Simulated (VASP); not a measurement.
Runs of VASP 6.6.1 on Au. The structure is that of space group P2_1/m (No. 11), or close to it. The cells are those of the table. 

```csv
cell,gap on the mesh (eV),pressure (GPa),largest force (eV/Å)
"a = 2.953, b = 2.953, c = 4.951 Å, angles 90.0, 90.0, 120.0°, 2 atoms",none,(b),0.23
"a = 2.844, b = 2.844, c = 4.768 Å, angles 90.0, 90.0, 120.0°, 2 atoms",none,14.3,0.45
"a = 2.990, b = 2.990, c = 5.012 Å, angles 90.0, 90.0, 120.0°, 2 atoms",none,(a),0.18
"a = 2.880, b = 2.880, c = 4.829 Å, angles 90.0, 90.0, 120.0°, 2 atoms",none,6.9,0.36
"a = 2.917, b = 2.917, c = 4.890 Å, angles 90.0, 90.0, 120.0°, 2 atoms",none,1.0,0.29
```

Alike in all rows: task single point; level PBE; potentials or basis VASP PAW PBE potentials, release 64 (Au); no spin polarisation; k mesh 18 × 18 × 10; cutoff (eV) 500; smearing gaussian 0.15 eV.

**Question.** Fill in the values left out.

**Answer.** (a) -7.4; (b) -3.7.

Caveats: spin-orbit coupling is left out, which moves the levels of the heavy elements; the cell stands under tension (at least some runs); the cell stands under pressure (at least some runs).

A k mesh can miss the band edges, and the runs leave out spin-orbit coupling on Au.

A gap of «none» marks levels without a gap at the run's occupations.
